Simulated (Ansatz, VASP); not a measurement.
# One calculation of Al, two programs

```xyz
4
Lattice="2.7393 0.0000 0.0000 -1.3696 2.3723 0.0000 0.0000 0.0000 9.2410" Properties=species:S:1:pos:R:3 pbc="T T T"
Al    0.0000    0.0000    0.0000
Al    0.0000    1.5815    2.3103
Al    0.0000    0.0000    4.6205
Al    1.3696    0.7908    6.9308
```

Change from the starting cell: mode 4 frozen in at +0.000 Å, equal normal strain along x and y -0.0267.

Alike in both runs: task single point; functional PBE; dispersion D3(BJ); k mesh 18 × 18 × 4; occupations gaussian, width 0.15 eV; no spin polarisation.

```csv
,VASP,Ansatz
version,VASP 6.6.1,Ansatz 0.2.0
potentials or method,"VASP PAW PBE potentials, release 64 (Al), cutoff 520 eV","scalar-relativistic, plane waves, PAW"
valence electrons in the cell,12,12
```

|  | VASP | Ansatz | Ansatz less VASP |
| --- | --- | --- | --- |
| gap on the k mesh at the Fermi level (eV) | none | none | - |
| pressure (GPa) | 5.4 | 5.4 | 0.00 |
| traceless stress, the component that is largest in VASP (GPa) | -2.17 | -2.17 | -0.001 |

A gap of «none» marks a metal or a gap that the smearing closes.
